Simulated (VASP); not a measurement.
A run of VASP 6.6.1 is set up as follows.

File POSCAR:

```
CdSe
1.0
    0.0000000000      2.8438463523      2.8438463523
    2.8438463523      0.0000000000      2.8438463523
    2.8438463523      2.8438463523      0.0000000000
Cd Se
1 1
Direct
    0.0000000000      0.0000000000      0.0000000000
    0.5000000000      0.5000000000      0.5000000000
```

The input INCAR.step1:

```
  ALGO = Normal
  EDIFF = 1E-5
  ENCUT = 520
  GGA = PE
  ISIF = 2
  ISMEAR = -1
  LASPH = True
  LREAL = False
  LWAVE = True
  NBANDS = 16
  NELM = 100
  PREC = Accurate
  SIGMA = 0.02
```

File INCAR.step2:

```
  ALGO = Normal
  EDIFF = 1E-6
  ENCUT = 520
  GGA = PE
  HFSCREEN = 0.2079
  ISIF = 2
  ISMEAR = -1
  ISTART = 1
  LASPH = True
  LCHARG = True
  LELF = True
  LHFCALC = True
  LREAL = False
  LVHAR = True
  LWAVE = False
  NBANDS = 16
  NELM = 100
  PREC = Accurate
  PRECFOCK = Normal
  SIGMA = 0.02
```

Contents of KPOINTS:

```
k-points
0
Gamma
  6 6 6
```

Potentials or basis: VASP PAW PBE potentials, release 64 (Cd, Se).

Run with:

```console
$ cat potpaw_PBE.64/Cd/POTCAR potpaw_PBE.64/Se/POTCAR > POTCAR
$ cp INCAR.step1 INCAR
$ mpirun -np 1 vasp_std > vasp.out
$ cp INCAR.step2 INCAR
$ mpirun -np 1 vasp_std > vasp.out
```

(1) What does it give for the band gap on the k mesh?

(2) Estimate the pressure.

Answers

(1) 0.38 eV (least direct gap 1.77 eV).

(2) 0.2 GPa.

Caveat: the structure was generated, so it needn't be the stable form of CdSe; the PAW data sets were made with another functional, which shifts forces and pressure a little.
